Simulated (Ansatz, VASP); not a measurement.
## SiC: VASP beside Ansatz

```
Si C
1.0
     3.09412    0.00000    0.00000
    -1.54706    2.67959    0.06029
     0.00000    0.22791   10.12934
Si C
4 4
Direct
  0.66667 0.33333 0.93784
  0.33333 0.66667 0.43784
  0.00000 0.00000 0.68790
  0.00000 0.00000 0.18790
  0.66667 0.33333 0.74981
  0.33333 0.66667 0.24981
  0.00000 0.00000 0.50045
  0.00000 0.00000 0.00045
```

Change from the starting cell: strain +0.0450 x Voigt [0, 0, 0, 1, 0, 0], atoms carried along.

Alike in both runs: task single point; functional PBE; k mesh 12 × 12 × 4; occupations gaussian, width 0.05 eV; no spin polarisation.

```csv
,VASP,Ansatz
version,VASP 6.6.1,Ansatz 0.2.0
potentials or method,"VASP PAW PBE potentials, release 64 (Si, C), cutoff 520 eV","scalar-relativistic, plane waves, PAW"
valence electrons in the cell,32,32
```

VASP gave:

| Item | Value |
| --- | --- |
| gap on the k mesh at the Fermi level (eV) | 2.01 |
| least direct gap on the mesh (eV) | 3.24 |
| pressure (GPa) | 0.1 |
| traceless stress, the component that is largest in VASP (GPa) | -7.56 |
| rms of the force components (eV/Å) | 0.131 |

What did Ansatz give for the same quantities?

gap on the k mesh at the Fermi level (eV): 2.01; least direct gap on the mesh (eV): 3.24; pressure (GPa): 0.2; traceless stress, the component that is largest in VASP (GPa): -7.54; rms of the force components (eV/Å): 0.131.

Atom by atom the forces differ by 0.001 eV/Å (rms over components). With one functional, cell and mesh, what is left measures potentials, basis and numerics.
